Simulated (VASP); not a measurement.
Wanted: the native input for a VASP 6.6.1 run.

```
Task                   : single point
Functional             : LDA
Potentials or basis    : VASP PAW LDA potentials, release 64 (Be, S)
Cutoff                 : 600 eV
k mesh                 : 8 × 8 × 8
Occupations            : gaussian, width 0.02 eV
Spin                   : no spin polarisation
Dipole correction      : no
Further INCAR settings : ALGO = Normal; EDIFF = 1e-06; NBANDS = 11
```

The structure of BeS (lda) lies in POSCAR:

```
BeS
1.0
    0.0000000000      2.3980497692      2.3980497692
    2.3980497692      0.0000000000      2.3980497692
    2.3980497692      2.3980497692      0.0000000000
Be S
1 1
Direct
    0.0000000000      0.0000000000      0.0000000000
    0.2500000000      0.2500000000      0.2500000000
```

One way to write it, as run:

INCAR

```
SYSTEM = BeS
PREC = Accurate
ENCUT = 600
EDIFF = 1E-6
ISMEAR = 0
SIGMA = 0.02
LREAL = .False.
LASPH = .True.
NELM = 120
ALGO = Normal
ISIF = 2
LWAVE = .False.
LCHARG = .False.
GGA = CA
NBANDS = 11
GGA_COMPAT = .False.
```

KPOINTS

```
regular mesh
0
Gamma
  8 8 8
  0 0 0
```

Potentials or basis: VASP PAW LDA potentials, release 64 (Be, S).

The run is started by

```bash
$ cat potpaw_LDA.64/Be/POTCAR potpaw_LDA.64/S/POTCAR > POTCAR
$ mpirun -np 1 vasp_std > vasp.out
```

Results of the run:

```yaml
Pressure: 0.1 GPa
Band_gap_on_the_k_mesh: 2.83 eV, indirect (least direct gap 5.53 eV)
```

Wall time 6.6 s on 1 thread of Intel(R) Xeon(R) Platinum 8488C (Sapphire Rapids), with other jobs on the host, peak memory 0.13 GiB.
